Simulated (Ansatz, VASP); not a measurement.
## Hf: VASP beside Ansatz

INCAR

```
SYSTEM = Hf
PREC     = Accurate       ! precision mode
ENCUT    = 520            ! plane-wave cutoff, eV
EDIFF    = 1E-6           ! SCF threshold, eV
ISMEAR   = 0              ! smearing method
SIGMA    = 0.15           ! smearing width, eV
LREAL    = .False.        ! projectors in reciprocal space
LASPH    = .True.         ! aspherical terms in the spheres
NELM     = 60             ! most SCF steps
ALGO     = Normal         ! electronic algorithm
ISIF     = 2              ! what is computed and relaxed
LWAVE    = .False.        ! write WAVECAR
LCHARG   = .False.        ! write CHGCAR
NBANDS   = 11             ! bands
```

KPOINTS

```
Automatic mesh
0
Gamma
  18 18 18
  0 0 0
```

File POSCAR:

```
Hf
1.0
    0.0000000000      2.2200000000      2.2200000000
    2.1645000000      0.0000000000      2.2200000000
    2.1645000000      2.2200000000      0.0000000000
Hf
1
Direct
    0.0000000000      0.0000000000      0.0000000000
```

Input for Ansatz:

```yaml
crystal:
  lattice:
    - [0.0, 2.22, 2.22]
    - [2.1645, 0.0, 2.22]
    - [2.1645, 2.22, 0.0]
  atoms:
    - { symbol: Hf, position: [0.0, 0.0, 0.0] }
basis:
  ecutwfc: 420
kpoints:
  mp_grid: { grid: [18, 18, 18] }
hamiltonian:
  xc: lda
scf:
  occupations: { method: gaussian, width: 0.15 }
output:
  forces: true
  stress: true
  eigenvalues: true
```

Change from the starting cell: strain -0.0250 x Voigt [1, 0, 0, 0, 0, 0], atoms carried along.

Alike in both runs: task single point; functional LDA; k mesh 18 × 18 × 18; occupations gaussian, width 0.15 eV; no spin polarisation.

|  | VASP | Ansatz |
| --- | --- | --- |
| version | VASP 6.6.1 | Ansatz 0.2.0 |
| potentials or method | VASP PAW LDA potentials, release 64 (Hf_pv), cutoff 520 eV | scalar-relativistic, plane waves, PAW |
| valence electrons in the cell | 10 | 26 |

|  | VASP | Ansatz | Ansatz less VASP |
| --- | --- | --- | --- |
| gap on the k mesh at the Fermi level (eV) | none | none | - |
| pressure (GPa) | -3.1 | -3.1 | -0.01 |
| traceless stress, the component that is largest in VASP (GPa) | 0.90 | 0.90 | -0.001 |

LDA's correlation is that of Perdew and Zunger in VASP and of Perdew and Wang (1992) in Ansatz. A gap of «none» marks a metal or a gap that the smearing closes. VASP's potentials hold 10 valence electrons a cell and Ansatz's 26, so a difference there can come from the potentials and not from the codes.

Spin-orbit coupling is off throughout.
